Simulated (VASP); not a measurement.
# SiC3 (P-6m2) in VASP: a series of runs, part 2 of 3

VASP 6.6.1.

### Step 3. Relaxation of cell and atoms, PBE

This run uses another cell than the first one, of 8.99 Å³/atom.

Contents of INCAR:

```
PREC = Accurate
ENCUT = 600
EDIFF = 1E-6
ISMEAR = 0
SIGMA = 0.1
LREAL = F
LASPH = T
NELM = 80
ALGO = Normal
ISIF = 3
LWAVE = F
LCHARG = F
GGA = PE
IBRION = 2
NSW = 90
EDIFFG = -0.04
```

Contents of KPOINTS:

```
regular mesh
0
Gamma
  6 6 4
```

Contents of POSCAR:

```
SiC3
1.0
    2.5165214681      0.0000000000      0.0000000000
   -1.2582607340      2.1793715205      0.0000000000
    0.0000000000      0.0000000000      6.5557967142
Si C
1 3
Direct
    0.6666666667      0.3333333333      0.5000000000
    0.3333333333      0.6666666667      0.8692151188
    0.3333333333      0.6666666667      0.1307848812
    0.6666666667      0.3333333333      0.0000000000
```

Potentials or basis: VASP PAW PBE potentials, release 64 (Si, C).

Started as:

```console
$ cat potpaw_PBE.64/Si/POTCAR potpaw_PBE.64/C/POTCAR > POTCAR
$ mpirun -np 1 vasp_std > vasp.out
```

OUTCAR:

```text
PREC = Accurate
   ENCUT = 600
   EDIFF = 1E-6
   ISMEAR = 0
   LREAL = F
   LASPH = T
   NELM = 80
   ISIF = 3
   GGA = PE
   IBRION = 2
   NSW = 90
   EDIFFG = -0.04

 ion  position               nearest neighbor table
   1  0.667  0.333  0.500-
   2  0.333  0.667  0.869-   4 1.69   4 1.69   4 1.69   3 1.71
   3  0.333  0.667  0.131-   4 1.69   4 1.69   4 1.69   2 1.71
   4  0.667  0.333  0.000-   2 1.69   3 1.69   2 1.69   3 1.69   2 1.69   3 1.69

  LATTYP: Found a hexagonal cell.
[... 559 lines left out ...]
  --------------------------------------------------------------------------------------
  -------------------------------------------------------------------------------------
  Total        0.1011608      0.1011608     -0.1428286      0.0000000     -0.0000000     -0.0000000
  in kB        4.5330511      4.5330511     -6.4002008      0.0000000     -0.0000000     -0.0000000
  external PRESSURE =       0.8886338 kB  Pullay stress =       0.0000000 kB

 VOLUME and BASIS-vectors are now :
 -----------------------------------------------------------------------------
  energy-cutoff  :      600.00
  volume of cell :       35.75
      direct lattice vectors                 reciprocal lattice vectors
     2.512105823 -0.000000000  0.000000000     0.398072402  0.229827209  0.000000000
    -1.256052912  2.175547460  0.000000000     0.000000000  0.459654417  0.000000000
     0.000000000  0.000000000  6.542228960    -0.000000000 -0.000000000  0.152853103

 POSITION                                       TOTAL-FORCE (eV/Angst)
 -----------------------------------------------------------------------------------
      1.25605      0.72518      3.27111         0.000000      0.000000      0.000000
     -0.00000      1.45036      5.68381        -0.000000     -0.000000     -0.027398
     -0.00000      1.45036      0.85842        -0.000000      0.000000      0.027398
      1.25605      0.72518      0.00000         0.000000      0.000000      0.000000
 -----------------------------------------------------------------------------------
    total drift:                                0.000000     -0.000000     -0.000000

  FREE ENERGIE OF THE ION-ELECTRON SYSTEM (eV)
  ---------------------------------------------------
  free  energy   TOTEN  =       -24.3445596830 eV

  energy  without entropy=      -24.3375600794  energy(sigma->0) =      -24.34105988

 reached required accuracy - stopping structural energy minimisation
```

OSZICAR:

```text
N       E                     dE             d eps       ncg     rms          rms(c)
DAV:   1     0.427300132605E+02    0.42730E+02   -0.82399E+03   504   0.136E+03
DAV:   2    -0.211871109602E+02   -0.63917E+02   -0.58335E+02   680   0.199E+02
DAV:   3    -0.246964705656E+02   -0.35094E+01   -0.33712E+01   652   0.443E+01
DAV:   4    -0.247493095462E+02   -0.52839E-01   -0.52719E-01   716   0.565E+00
DAV:   5    -0.247501269633E+02   -0.81742E-03   -0.81651E-03   676   0.626E-01    0.553E+00
DAV:   6    -0.244132775597E+02    0.33685E+00   -0.54298E-01   596   0.499E+00    0.308E+00
DAV:   7    -0.243506664163E+02    0.62611E-01   -0.11746E-01   576   0.256E+00    0.125E+00
DAV:   8    -0.243436645989E+02    0.70018E-02   -0.24597E-02   640   0.117E+00    0.253E-01
DAV:   9    -0.243438896459E+02   -0.22505E-03   -0.15789E-03   664   0.336E-01    0.511E-02
DAV:  10    -0.243439038594E+02   -0.14214E-04   -0.13953E-04   656   0.967E-02    0.156E-02
DAV:  11    -0.243439075180E+02   -0.36586E-05   -0.11393E-05   676   0.282E-02    0.553E-03
DAV:  12    -0.243439081985E+02   -0.68048E-06   -0.11964E-06   436   0.109E-02
   1 F= -.24343908E+02 E0= -.24340426E+02  d E =-.243439E+02
       N       E                     dE             d eps       ncg     rms          rms(c)
DAV:   1    -0.243450923162E+02   -0.11848E-02   -0.60247E-02   520   0.211E+00    0.145E-01
DAV:   2    -0.243446817946E+02    0.41052E-03   -0.15800E-03   680   0.313E-01    0.712E-02
DAV:   3    -0.243445768839E+02    0.10491E-03   -0.20116E-04   572   0.109E-01    0.248E-02
DAV:   4    -0.243445596473E+02    0.17237E-04   -0.29753E-05   624   0.417E-02    0.627E-03
DAV:   5    -0.243445596830E+02   -0.35665E-07   -0.20730E-06   564   0.108E-02
   2 F= -.24344560E+02 E0= -.24341060E+02  d E =-.651484E-03
```

CONTCAR:

```text
SiC3
   1.00000000000000
     2.5121058233975688   -0.0000000000001013    0.0000000000000000
    -1.2560529116489598    2.1755474600138882    0.0000000000000000
     0.0000000000000000    0.0000000000000000    6.5422289597071597
  Si              C
     1     3
Direct
     0.6666666667000030    0.3333333332999970    0.5000000000000000
     0.3333333332999970    0.6666666667000030    0.8687882061491428
     0.3333333332999970    0.6666666667000030    0.1312117938508573
     0.6666666667000030    0.3333333332999970    0.0000000000000000

  0.00000000E+00  0.00000000E+00  0.00000000E+00
  0.00000000E+00  0.00000000E+00  0.00000000E+00
  0.00000000E+00  0.00000000E+00  0.00000000E+00
  0.00000000E+00  0.00000000E+00  0.00000000E+00
```

It took 21 s on 1 thread of Intel Xeon 8259CL, shared host; peak memory 0.15 GiB.

Results:

| Quantity | Value |
| --- | --- |
| Free energy | -24.3446 eV |
| Relaxed volume | 8.94 Å³/atom |
| Relaxed cell | a = 2.512 Å, b = 2.512 Å, c = 6.542 Å, α = 90.00°, β = 90.00°, γ = 120.00° |
| Space group after relaxing (to 0.1 Å) | P-6m2 (No. 187) |
| Energy gained by relaxing | 0.2 meV/atom |
| Ionic steps | 2 |
| Pressure after relaxing | 0.1 GPa |
| Largest force after relaxing | 0.027 eV/Å |
| Band gap on the k mesh | zero (bands 8 and 9 overlap by 6.22 eV) |

Forces on the atoms (eV/Å):
```
Si   0.000  0.000  0.000
C    0.000  0.000 -0.027
C    0.000  0.000  0.027
C    0.000  0.000  0.000
```

The path:
| step | energy change (eV) | largest force (eV/Å) | pressure (GPa) | volume (Å³) |
| --- | --- | --- | --- | --- |
| 1 | 0.0000 | 0.0580 | -0.69 | 35.95 |
| 2 | -0.0007 | 0.0274 | 0.09 | 35.75 |

Final structure:
```
Si C
1.0
     2.51211    0.00000    0.00000
    -1.25605    2.17555    0.00000
     0.00000    0.00000    6.54223
Si C
1 3
Direct
  0.66667 0.33333 0.50000
  0.33333 0.66667 0.86879
  0.33333 0.66667 0.13121
  0.66667 0.33333 0.00000
```

Caveat: the k points lie up to 0.48 Å⁻¹ apart in the final cell, too coarse for converged energies and pressures of a metal.

### Step 4. Single point, PBE, collinear spin

Contents of INCAR:

```
PREC     = Accurate       # precision mode
ENCUT    = 520            # plane-wave cutoff, eV
EDIFF    = 1E-7           # SCF threshold, eV
ISMEAR   = 0              # smearing method
SIGMA    = 0.1            # smearing width, eV
LREAL    = False          # projectors in reciprocal space
LASPH    = True           # aspherical terms in the spheres
NELM     = 150            # most SCF steps
ALGO     = Normal         # electronic algorithm
ISIF     = 2              # what is computed and relaxed
LWAVE    = False          # write WAVECAR
LCHARG   = False          # write CHGCAR
ISPIN    = 2              # spin polarisation
MAGMOM   = 0 1 1 1        # initial moments
LORBIT   = 11             # projections on sites
GGA      = PE             # functional
NBANDS   = 20             # bands
```

Contents of KPOINTS:

```
regular mesh
0
Gamma
  6 6 2
```

Contents of POSCAR:

```
SiC3
1.0
    2.6566235900      0.0000000000      0.0000000000
   -1.3283118000      2.3007035200      0.0000000000
    0.0000000000      0.0000000000      8.7757671300
Si C
1 3
Direct
    0.6666666700      0.3333333300      0.5000000000
    0.3333333300      0.6666666700      0.7500000000
    0.3333333300      0.6666666700      0.2500000000
    0.6666666700      0.3333333300      0.0000000000
```

Potentials or basis: VASP PAW PBE potentials, release 64 (Si, C).

Started as:

```console
$ cat potpaw_PBE.64/Si/POTCAR potpaw_PBE.64/C/POTCAR > POTCAR
$ mpirun -np 1 vasp_std > vasp.out
```

OUTCAR:

```text
PREC = Accurate
   ENCUT = 520
   EDIFF = 1E-7
   ISMEAR = 0
   LREAL = False
   LASPH = True
   NELM = 150
   ISIF = 2
   ISPIN = 2
   LORBIT = 11
   GGA = PE

 ion  position               nearest neighbor table
   1  0.667  0.333  0.500-
   2  0.333  0.667  0.750-
   3  0.333  0.667  0.250-
   4  0.667  0.333  0.000-

  LATTYP: Found a hexagonal cell.
 ALAT       =     2.6566235900
 C/A-ratio  =     3.3033536113

  Lattice vectors:

 A1 = (   2.6566235900,   0.0000000000,   0.0000000000)
 A2 = (  -1.3283118000,   2.3007035200,   0.0000000000)
 A3 = (   0.0000000000,   0.0000000000,   8.7757671300)

Analysis of symmetry for initial positions (statically):
=====================================================================
[... 521 lines left out ...]
      6       4.2769      0.00000
[... 311 lines left out ...]
     19      17.3188      0.00000
     20      19.3809      0.00000

------------------------ aborting loop because EDIFF is reached ----------------------------------------

  FORCE on cell =-STRESS in cart. coord.  units (eV):
  Direction    XX          YY          ZZ          XY          YZ          ZX
  --------------------------------------------------------------------------------------
  -------------------------------------------------------------------------------------
  Total       -6.8209377     -6.8209377     -9.8641619      0.0000000     -0.0000000      0.0000000
  in kB     -203.7412142   -203.7412147   -294.6422357      0.0000004     -0.0000000      0.0000000
  external PRESSURE =    -234.0415549 kB  Pullay stress =       0.0000000 kB

 VOLUME and BASIS-vectors are now :
 -----------------------------------------------------------------------------
  energy-cutoff  :      520.00
  volume of cell :       53.64
      direct lattice vectors                 reciprocal lattice vectors
     2.656623590  0.000000000  0.000000000     0.376417647  0.217324830  0.000000000
    -1.328311800  2.300703520  0.000000000     0.000000000  0.434649659  0.000000000
     0.000000000  0.000000000  8.775767130     0.000000000  0.000000000  0.113950152

 POSITION                                       TOTAL-FORCE (eV/Angst)
 -----------------------------------------------------------------------------------
      1.32831      0.76690      4.38788         0.000000     -0.000000      0.000000
     -0.00000      1.53380      6.58183        -0.000000      0.000000      0.101160
     -0.00000      1.53380      2.19394        -0.000000     -0.000000     -0.101160
      1.32831      0.76690      0.00000         0.000000     -0.000000      0.000000
 -----------------------------------------------------------------------------------
    total drift:                                0.000004     -0.000002      0.000000

  FREE ENERGIE OF THE ION-ELECTRON SYSTEM (eV)
  ---------------------------------------------------
  free  energy   TOTEN  =       -16.7967167284 eV

  energy  without entropy=      -16.7729422619  energy(sigma->0) =      -16.78482950

 total charge

# of ion       s       p       d       tot
------------------------------------------
    1        0.838   0.639   0.000   1.477
    2        1.057   0.919   0.000   1.976
    3        1.057   0.919   0.000   1.976
    4        1.080   0.844   0.000   1.925
--------------------------------------------------
tot          4.033   3.321   0.000   7.354

 magnetization (x)

# of ion       s       p       d       tot
------------------------------------------
    1        0.006   0.004   0.000   0.010
    2        0.004   0.038   0.000   0.042
    3        0.004   0.038   0.000   0.042
    4        0.005   0.025   0.000   0.030
--------------------------------------------------
tot          0.017   0.106   0.000   0.123
```

stdout:

```text
POSCAR found type information on POSCAR SiC
 POSCAR found :  2 types and       4 ions
 scaLAPACK will be used
 LDA part: xc-table for (Slater+PW92), standard interpolation
 POSCAR, INCAR and KPOINTS ok, starting setup
 FFT: planning ... GRIDC
 FFT: planning ... GRID_SOFT
 FFT: planning ... GRID
 WAVECAR not read
 entering main loop
```

Wall time 64 s (1 thread of Intel Xeon 8259CL, shared host); peak memory 0.19 GiB.

Results:

* Free energy: -16.7967 eV
* Pressure: -23.4 GPa
* Largest force: 0.101 eV/Å
* Net moment: 0.23 μB per cell
* Site moments: Si +0.01; C +0.04, +0.03 (each value once) μB
* Valence electrons inside the program's atomic spheres: Si 1.48; C 1.98, 1.93 (each value once)

Forces in eV/Å, atoms in the order of the input:
```
Si   0.000  0.000  0.000
C    0.000  0.000  0.101
C    0.000  0.000 -0.101
C    0.000  0.000  0.000
```

Stress tensor (GPa, compression positive):
```
-20.37   0.00   0.00
  0.00 -20.37   0.00
  0.00   0.00 -29.46
```

Caveat: the k points lie up to 0.46 Å⁻¹ apart; a moment this small can come from the mesh or the smearing.

(Continued in part 3 of 3.)
